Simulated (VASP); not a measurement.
Here is a VASP 6.6.1 calculation.

INCAR

```
PREC = Accurate ; ENCUT = 600
EDIFF = 1E-6 ; ISMEAR = 0
SIGMA = 0.1 ; LREAL = F
LASPH = T ; NELM = 100
ALGO = Normal ; ISIF = 3
LWAVE = F ; LCHARG = F
GGA = PE ; IBRION = 2
NSW = 100 ; EDIFFG = -0.01
```

Contents of KPOINTS:

```
Automatic mesh
0
Gamma
  14 14 14
```

POSCAR

```
Na
1.0
    0.0000000000      3.4815402320      3.4815402320
    3.4815402320      0.0000000000      3.4815402320
    3.4815402320      3.4815402320      0.0000000000
Na
2
Direct
    0.5000000000      0.5000000000      0.5000000000
    0.7500000000      0.7500000000      0.7500000000
```

Potentials or basis: VASP PAW PBE potentials, release 64 (Na_pv).

The run is started by

```bash
$ cat potpaw_PBE.64/Na_pv/POTCAR > POTCAR
$ mpirun -np 1 vasp_std > vasp.out
```

(1) Estimate the space group after relaxing (to 0.05 Å).

(2) Predict the relaxed volume.

Results:

(1) Fd-3m (No. 227).

(2) 54.59 Å³/atom.

Caveat: the volume moved by over 15 % at a fixed basis, so the end points are rough.
